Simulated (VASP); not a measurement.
# BP (I-4m2) in VASP: a series of runs

The runs below take BP through single point, with PBE.

Program: VASP 6.6.1. These are calculated values, not measurements. Logs are shortened: lines on timing, memory, paths and dates and some standing lists are left out, and cuts for length are marked.

### 1 The cell of the first run

It takes space group I-4m2 (No. 119, tetragonal). The conventional cell has a = 3.144 Å, b = 3.144 Å, c = 4.574 Å, α = 90.00°, β = 90.00°, γ = 90.00°. B (site symmetry -4m2) has 4 P at 1.94 Å within 2.6 Å. P (site symmetry -4m2) has 4 B at 1.94 Å within 2.6 Å.

### 2 Single point, PBE (epitaxial xy strain -2.0%)

Input file INCAR:

```
ALGO = Normal
EDIFF = 1E-6
ENCUT = 520
GGA = PE
ISIF = 2
ISMEAR = 0
LASPH = T
LCHARG = F
LREAL = F
LWAVE = F
NBANDS = 11
NELM = 60
PREC = Accurate
SIGMA = 0.01
```

Input file KPOINTS:

```
k-points
0
Gamma
  6 6 6
```

Input file POSCAR:

```
BP
1.0
    0.0000000000      2.2229493555      2.2868380549
    2.2229493555      0.0000000000      2.2868380549
    2.2229493555      2.2229493555      0.0000000000
B P
1 1
Direct
    0.0000000000      0.0000000000      0.0000000000
    0.2500000000      0.2500000000      0.2500000000
```

Potentials or basis: VASP PAW PBE potentials, release 64 (B, P).

On the command line:

```sh
> cat potpaw_PBE.64/B/POTCAR potpaw_PBE.64/P/POTCAR > POTCAR
> mpirun -np 1 vasp_std > vasp.out
```

OUTCAR:

```text
EDIFF = 1E-6
   ENCUT = 520
   GGA = PE
   ISIF = 2
   ISMEAR = 0
   LASPH = T
   LREAL = F
   NELM = 60
   PREC = Accurate

 ion  position               nearest neighbor table
   1  0.000  0.000  0.000-   2 1.94   2 1.94   2 1.94   2 1.94
   2  0.250  0.250  0.250-   1 1.94   1 1.94   1 1.94   1 1.94

  LATTYP: Found a body centered tetragonal cell.
 ALAT       =     3.1437251270
 C/A-ratio  =     1.4548587822

  Lattice vectors:

 A1 = (  -2.2229493555,   0.0000000000,   2.2868380549)
 A2 = (   2.2229493555,   0.0000000000,   2.2868380549)
 A3 = (   0.0000000000,   2.2229493555,  -2.2868380549)

Analysis of symmetry for initial positions (statically):
=====================================================================
 Subroutine PRICEL returns:
 Original cell was already a primitive cell.

 Routine SETGRP: Setting up the symmetry group for a
 body centered tetragonal supercell.

 Subroutine GETGRP returns: Found  8 space group operations
 (whereof  8 operations were pure point group operations)
 out of a pool of 16 trial point group operations.

The static configuration has the point symmetry D_2d.

Analysis of symmetry for dynamics (positions and initial velocities):
=====================================================================
 Subroutine PRICEL returns:
 Original cell was already a primitive cell.

 Routine SETGRP: Setting up the symmetry group for a
 body centered tetragonal supercell.

 Subroutine GETGRP returns: Found  8 space group operations
 (whereof  8 operations were pure point group operations)
 out of a pool of 16 trial point group operations.

The dynamic configuration has the point symmetry D_2d.

 Subroutine INISYM returns: Found  8 space group operations
 (whereof  8 operations are pure point group operations),
 and found     1 'primitive' translations

----------------------------------------------------------------------------------------

                                     Primitive cell

  volume of cell :      22.6008

  direct lattice vectors                    reciprocal lattice vectors
     0.000000000  2.222949355  2.286838055    -0.224926402  0.224926402  0.218642505
     2.222949355  0.000000000  2.286838055     0.224926402 -0.224926402  0.218642505
     2.222949355  2.222949355  0.000000000     0.224926402  0.224926402 -0.218642505

  length of vectors
     3.189221241  3.189221241  3.143725127     0.385990048  0.385990048  0.385990048
[... 87 lines left out ...]
   ISIF   =      2    stress and relaxation
   ISYM   =      2    0-nonsym 1-usesym 2-fastsym
   POTIM  = 0.5000    time-step for ionic-motion
   TEBEG  =    0.0;   TEEND  =   0.0 temperature during run
   PSTRESS=    0.0 pullay stress
   NELECT =       8.0000    total number of electrons
   NUPDOWN=      -1.0000    fix difference up-down
   EMIN   =  10.00;   EMAX   =-10.00  energy-range for DOS
   EFERMI =   0.00;   METHOD = LEGACY
   ISMEAR =     0;   SIGMA  =   0.01  broadening in eV -4-tet -1-fermi 0-gaus
   EFERMI_NEDOS =   21; number of points for ismear=-14 and -15
   IALGO  =     38    algorithm
   IMIX   =      4    mixing-type and parameters
     AMIX     =   0.40;   BMIX     =  1.00
     AMIX_MAG =   1.60;   BMIX_MAG =  1.00
  volume/ion in A,a.u.               =      11.30        76.26
  Fermi-wavevector in a.u.,A,eV,Ry     =   1.158057  2.188411 18.246723  1.341096
  Thomas-Fermi vector in A             =   2.294663
   LORBIT       =      0    0 simple, 1 ext, 2 COOP (PROOUT), +10 PAW based schemes
   GGA     = PE    functional components
   LHFCALC =     F    Hartree Fock is set to
   AEXX    =    0.0000 exact exchange contribution
   IVDW    =     0    specifies the selected vdW correction
   LEPSILON=     F    determine dielectric tensor
   LRPA    =     F    only Hartree local field effects (RPA)
 non-spin polarized calculation
 Gauss-broadening in eV      SIGMA  =   0.01
  energy-cutoff  :      520.00
  volume of cell :       22.60
 maximum number of plane-waves:       624
   NGX = 11   NGY = 11   NGZ = 11

 number of electron       8.0000001 magnetization

 Free energy of the ion-electron system (eV)
  ---------------------------------------------------
  ext. energy  EPLUGINS =         0.00000000
  ---------------------------------------------------
  free energy    TOTEN  =       -12.88395493 eV

  energy without entropy =      -12.88395493  energy(sigma->0) =      -12.88395493

 E-fermi :   8.0602     XC(G=0): -11.0487

 val. band max:        7.9352583870   @ k =   0.0000   0.0000   0.0000
 cond. band min:       8.9975074868   @ k =   0.5000   0.0000   0.5000
 fundamental gap:      1.0622490998
 Fermi energy:         8.0601912787

 k-point     1 :       0.0000    0.0000    0.0000
  band No.  band energies     occupation
      1      -7.9247      2.00000
      2       7.6435      2.00000
      3       7.9353      2.00000
      4       7.9353      2.00000
      5      11.2388      0.00000
      6      11.2388      0.00000
      7      11.3949      0.00000
      8      15.7074      0.00000
      9      19.5648      0.00000
     10      19.6694      0.00000
     11      20.4442      0.00000
[... 309 lines left out ...]
 k-point    24 :       0.5000   -0.0000    0.3333
  band No.  band energies     occupation
      1      -3.6145      2.00000
      2       0.2175      2.00000
      3       2.4854      2.00000
      4       3.9440      2.00000
      5       9.6057      0.00000
      6      11.8755      0.00000
      7      17.7479      0.00000
      8      18.5963      0.00000
      9      21.9093      0.00000
     10      23.2863      0.00000
     11      25.9939      0.00000

 [... further k-points ...]

------------------------ aborting loop because EDIFF is reached ----------------------------------------

  FORCE on cell =-STRESS in cart. coord.  units (eV):
  Direction    XX          YY          ZZ          XY          YZ          ZX
  --------------------------------------------------------------------------------------
  -------------------------------------------------------------------------------------
  Total        1.3455617      1.3455617      0.2109788      0.0000000      0.0000000      0.0000000
  in kB       95.3871011     95.3871011     14.9563256      0.0000000      0.0000000      0.0000000
  external PRESSURE =      68.5768426 kB  Pullay stress =       0.0000000 kB

 VOLUME and BASIS-vectors are now :
 -----------------------------------------------------------------------------
  energy-cutoff  :      520.00
  volume of cell :       22.60
      direct lattice vectors                 reciprocal lattice vectors
     0.000000000  2.222949355  2.286838055    -0.224926402  0.224926402  0.218642505
     2.222949355  0.000000000  2.286838055     0.224926402 -0.224926402  0.218642505
     2.222949355  2.222949355  0.000000000     0.224926402  0.224926402 -0.218642505

 POSITION                                       TOTAL-FORCE (eV/Angst)
 -----------------------------------------------------------------------------------
      0.00000      0.00000      0.00000         0.000000      0.000000     -0.000000
      1.11147      1.11147      1.14342        -0.000000     -0.000000      0.000000
 -----------------------------------------------------------------------------------
    total drift:                               -0.000000     -0.000000      0.000000

  FREE ENERGIE OF THE ION-ELECTRON SYSTEM (eV)
  ---------------------------------------------------
  free  energy   TOTEN  =       -12.8839549303 eV

  energy  without entropy=      -12.8839549303  energy(sigma->0) =      -12.88395493
```

OSZICAR:

```text
N       E                     dE             d eps       ncg     rms          rms(c)
DAV:   1     0.922754779323E+01    0.92275E+01   -0.41728E+03   660   0.671E+02
DAV:   2    -0.130930477072E+02   -0.22321E+02   -0.21265E+02   904   0.108E+02
DAV:   3    -0.136666878381E+02   -0.57364E+00   -0.57225E+00   832   0.154E+01
DAV:   4    -0.136687637541E+02   -0.20759E-02   -0.20758E-02   758   0.111E+00
DAV:   5    -0.136687745922E+02   -0.10838E-04   -0.10838E-04   822   0.785E-02    0.756E+00
DAV:   6    -0.129940587515E+02    0.67472E+00   -0.14898E+00   765   0.539E+00    0.406E+00
DAV:   7    -0.128917036663E+02    0.10236E+00   -0.26565E-01   825   0.257E+00    0.138E+00
DAV:   8    -0.128834193167E+02    0.82843E-02   -0.28307E-02   767   0.974E-01    0.204E-01
DAV:   9    -0.128837437843E+02   -0.32447E-03   -0.71264E-04   780   0.183E-01    0.137E-01
DAV:  10    -0.128839430019E+02   -0.19922E-03   -0.24236E-04   760   0.988E-02    0.288E-02
DAV:  11    -0.128839539856E+02   -0.10984E-04   -0.13020E-05   810   0.231E-02    0.367E-02
DAV:  12    -0.128839549303E+02   -0.94463E-06   -0.48557E-06   741   0.108E-02
   1 F= -.12883955E+02 E0= -.12883955E+02  d E =-.855587E-72
```

stdout:

```text
POSCAR found type information on POSCAR B P
 POSCAR found :  2 types and       2 ions
 scaLAPACK will be used
 LDA part: xc-table for (Slater+PW92), standard interpolation
 POSCAR, INCAR and KPOINTS ok, starting setup
 FFT: planning ... GRIDC
 FFT: planning ... GRID_SOFT
 FFT: planning ... GRID
 WAVECAR not read
 entering main loop
```

Run time: 5.7 s. Hardware: 1 thread of Intel Xeon Platinum 8488C (Sapphire Rapids), shared host; peak memory 0.13 GiB.

Results:

- Free energy: -12.8840 eV
- Pressure: 6.9 GPa
- Band gap on the k mesh: 1.06 eV, indirect (least direct gap 3.30 eV)

Caveat: the cell differs from its parent crystal (epitaxial xy strain -2.0%).

### 3 Single point, PBE (epitaxial xy strain -1.0%)

Input file INCAR:

```
SYSTEM = BP
PREC = Accurate
ENCUT = 520
EDIFF = 1E-7
ISMEAR = 0
SIGMA = 0.01
LREAL = .FALSE.
LASPH = .TRUE.
NELM = 100
ALGO = Normal
ISIF = 2
LWAVE = .FALSE.
LCHARG = .TRUE.
GGA = PE
LELF = .TRUE.
LVHAR = .TRUE.
NBANDS = 11
```

Input file KPOINTS:

```
regular mesh
0
G
  6 6 6
  0 0 0
```

Input file POSCAR:

```
BP
1.0
    0.0000000000      2.2456325122      2.2775840145
    2.2456325122      0.0000000000      2.2775840145
    2.2456325122      2.2456325122      0.0000000000
B P
1 1
Direct
    0.0000000000      0.0000000000      0.0000000000
    0.2500000000      0.2500000000      0.2500000000
```

Potentials or basis: VASP PAW PBE potentials, release 64 (B, P).

On the command line:

```sh
> cat potpaw_PBE.64/B/POTCAR potpaw_PBE.64/P/POTCAR > POTCAR
> mpirun -np 1 vasp_std > vasp.out
```

Run time: 5.2 s. Hardware: 1 thread of Intel Xeon Platinum 8488C (Sapphire Rapids), shared host; peak memory 0.13 GiB.

It converged, with:

```
Free energy            : -12.9046 eV
Pressure               : 3.9 GPa
Band gap on the k mesh : 1.20 eV, indirect (least direct gap 3.35 eV)
```

Stress tensor (GPa, compression positive):
```
5.22 0.00 0.00
0.00 5.22 0.00
0.00 0.00 1.34
```

Levels at points of the mesh, in eV from the valence-band top:
| k point | band 1 | band 2 | band 3 | band 4 | band 5 | band 6 | band 7 | band 8 | band 9 |
| --- | --- | --- | --- | --- | --- | --- | --- | --- | --- |
| (0.00, 0.00, 0.00) | -15.66 | -0.14 | 0.00 | 0.00 | 3.35 | 3.35 | 3.43 | 7.58 | 11.58 |
| (0.50, 0.00, 0.00) | -12.27 | -9.21 | -1.92 | -1.73 | 3.80 | 4.64 | 4.75 | 10.14 | 14.60 |
| (0.50, 0.50, 0.00) | -10.81 | -8.80 | -4.13 | -4.13 | 1.35 | 1.73 | 12.24 | 12.24 | 15.28 |
| (0.50, 0.00, 0.50) | -10.67 | -8.68 | -4.29 | -4.26 | 1.20 | 1.53 | 12.07 | 12.38 | 15.41 |

Caveat: the cell differs from its parent crystal (epitaxial xy strain -1.0%).

### 4 Single point, PBE (epitaxial xy strain +1.0%)

Input file INCAR:

```
SYSTEM = BP
ALGO = Normal ; EDIFF = 1E-6
ENCUT = 520 ; GGA = PE
ISIF = 2 ; ISMEAR = 0
LASPH = .TRUE. ; LCHARG = .FALSE.
LREAL = .FALSE. ; LWAVE = .FALSE.
NBANDS = 11 ; NELM = 60
PREC = Accurate ; SIGMA = 0.01
```

Input file KPOINTS:

```
k-points
0
G
  6 6 6
  0 0 0
```

Input file POSCAR:

```
BP
1.0
    0.0000000000      2.2909988256      2.2590883222
    2.2909988256      0.0000000000      2.2590883222
    2.2909988256      2.2909988256      0.0000000000
B P
1 1
Direct
    0.0000000000      0.0000000000      0.0000000000
    0.2500000000      0.2500000000      0.2500000000
```

On the command line:

```sh
> cat potpaw_PBE.64/B/POTCAR potpaw_PBE.64/P/POTCAR > POTCAR
> mpirun -np 1 vasp_std > vasp.out
```

It took 5.4 s on 1 thread of Intel Xeon Platinum 8488C (Sapphire Rapids), shared host; peak memory 0.13 GiB.

The run converged. Its results:

```
Free energy            : -12.9106 eV
Pressure               : -1.4 GPa
Band gap on the k mesh : 1.17 eV, indirect (least direct gap 3.23 eV)
```

Stress tensor (GPa, compression positive):
```
-2.59  0.00  0.00
 0.00 -2.59  0.00
 0.00  0.00  1.03
```

Levels at points of the mesh, in eV from the valence-band top:
```csv
k point,band 1,band 2,band 3,band 4,band 5,band 6,band 7,band 8
"(0.00, 0.00, 0.00)",-15.42,-0.13,-0.13,0.00,3.23,3.31,3.31,7.06
"(0.50, 0.00, 0.00)",-12.15,-9.02,-1.92,-1.74,3.58,4.54,4.70,9.99
"(0.50, 0.50, 0.00)",-10.55,-8.51,-4.25,-4.25,1.17,1.45,11.89,11.89
"(0.50, 0.00, 0.50)",-10.69,-8.64,-4.12,-4.09,1.32,1.65,11.75,12.03
```

Caveat: the cell differs from its parent crystal (epitaxial xy strain +1.0%). A k mesh can miss the band edges.

### 5 Single point, PBE (epitaxial xy strain +2.0%)

Input file INCAR:

```
SYSTEM = BP
PREC = Accurate
ENCUT = 520
EDIFF = 1E-7
ISMEAR = 0
SIGMA = 0.01
LREAL = .False.
LASPH = .True.
NELM = 60
ALGO = Normal
ISIF = 2
LWAVE = .False.
LCHARG = .True.
GGA = PE
LELF = .True.
LVHAR = .True.
NBANDS = 11
```

Input file KPOINTS:

```
regular mesh
0
Gamma
  6 6 6
  0 0 0
```

Input file POSCAR:

```
BP
1.0
    0.0000000000      2.3136819823      2.2498250669
    2.3136819823      0.0000000000      2.2498250669
    2.3136819823      2.3136819823      0.0000000000
B P
1 1
Direct
    0.0000000000      0.0000000000      0.0000000000
    0.2500000000      0.2500000000      0.2500000000
```

On the command line:

```sh
> cat potpaw_PBE.64/B/POTCAR potpaw_PBE.64/P/POTCAR > POTCAR
> mpirun -np 1 vasp_std > vasp.out
```

Wall time 5.5 s (1 thread of Intel Xeon Platinum 8488C (Sapphire Rapids), shared host); peak memory 0.14 GiB.

The run converged. Its results:

| Item | Value |
| --- | --- |
| Free energy | -12.8974 eV |
| Pressure | -3.8 GPa |
| Band gap on the k mesh | 1.00 eV, indirect (least direct gap 3.08 eV) |

Stress tensor (GPa, compression positive):
```
-6.09  0.00  0.00
 0.00 -6.09  0.00
 0.00  0.00  0.90
```

Levels at points of the mesh, in eV from the valence-band top:
```
           k point  band 2  band 3  band 4  band 5  band 6  band 7
(0.00, 0.00, 0.00)   -0.26   -0.26    0.00    3.08    3.24    3.24
(0.50, 0.00, 0.00)   -8.99   -2.06   -1.72    3.35    4.39    4.73
(0.50, 0.50, 0.00)   -8.44   -4.36   -4.36    1.01    1.26   11.66
(0.50, 0.00, 0.50)   -8.68   -4.11   -4.06    1.32    1.64   11.37
```

Caveat: the cell differs from its parent crystal (epitaxial xy strain +2.0%). A k mesh can miss the band edges.

### 6 Overview

```csv
cell,gap on the mesh (eV),pressure (GPa)
"a = 3.189, b = 3.189, c = 3.144 Å, angles 60.5, 60.5, 59.1°, 2 atoms",1.06,6.9
"a = 3.198, b = 3.198, c = 3.176 Å, angles 60.2, 60.2, 59.5°, 2 atoms",1.20,3.9
"a = 3.217, b = 3.217, c = 3.240 Å, angles 59.8, 59.8, 60.5°, 2 atoms",1.17,-1.4
"a = 3.227, b = 3.227, c = 3.272 Å, angles 59.5, 59.5, 60.9°, 2 atoms",1.00,-3.8
```

Alike in all rows: task single point; level PBE; potentials or basis VASP PAW PBE potentials, release 64 (B, P); no spin polarisation; k mesh 6 × 6 × 6; cutoff (eV) 520; smearing gaussian 0.01 eV.

Absolute energies hang on the potentials; compare differences alone.
